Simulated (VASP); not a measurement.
Crystal: PtSe2.

```xyz
3
Lattice="3.7136 0.0000 0.0000 -1.8568 3.2161 0.0000 0.0000 0.0000 6.4483" Properties=species:S:1:pos:R:3 pbc="T T T"
Pt    0.0000    0.0000    0.0000
Se    0.0000    2.1441    1.2935
Se    1.8568    1.0720    5.1548
```

This cell differs from its parent crystal: volume scaled by 0.97.

- Program: VASP 6.6.1
- Task: relaxation of shape and atoms at fixed volume
- Functional: PBE
- Potentials or basis: VASP PAW PBE potentials, release 64 (Pt, Se)
- Cutoff: 600 eV
- k mesh: 12 × 12 × 4
- Occupations: gaussian, width 0.02 eV
- Spin: no spin polarisation

At the start: pressure 2.9 GPa; volume 25.67 Å³/atom.

Problem. How do energy, volume and symmetry change on relaxing?

Solution. Over 6 steps the energy falls by 6.8 meV/atom; space group P-3m1 (No. 164, to 0.05 Å).

The path:
| step | energy change (eV) | largest force (eV/Å) | pressure (GPa) | volume (Å³) |
| --- | --- | --- | --- | --- |
| 1 | 0.0000 | 0.3997 | 2.91 | 77.02 |
| 2 | -0.0136 | 0.1853 | 1.64 | 77.02 |
| 3 | -0.0188 | 0.0728 | 0.10 | 77.02 |
| 4 | -0.0188 | 0.0458 | 0.26 | 77.02 |
| 5 | -0.0200 | 0.0201 | 0.16 | 77.02 |
| 6 | -0.0203 | 0.0014 | 0.07 | 77.02 |

Final structure:
```yaml
crystal:
  lattice:
    - [3.75144, 0.00000, 0.00000]
    - [-1.87572, 3.24885, 0.00000]
    - [0.00000, 0.00000, 6.31901]
  atoms:
    - { symbol: Pt, position: [0.00000, 0.00000, 0.00000] }
    - { symbol: Se, position: [0.33333, 0.66667, 0.20672] }
    - { symbol: Se, position: [0.66667, 0.33333, 0.79328] }
```

Caveat: the cell differs from its parent crystal (volume scaled by 0.97); this functional lacks dispersion, which binds the layers, so the pressure and a relaxed spacing across them are unreliable.
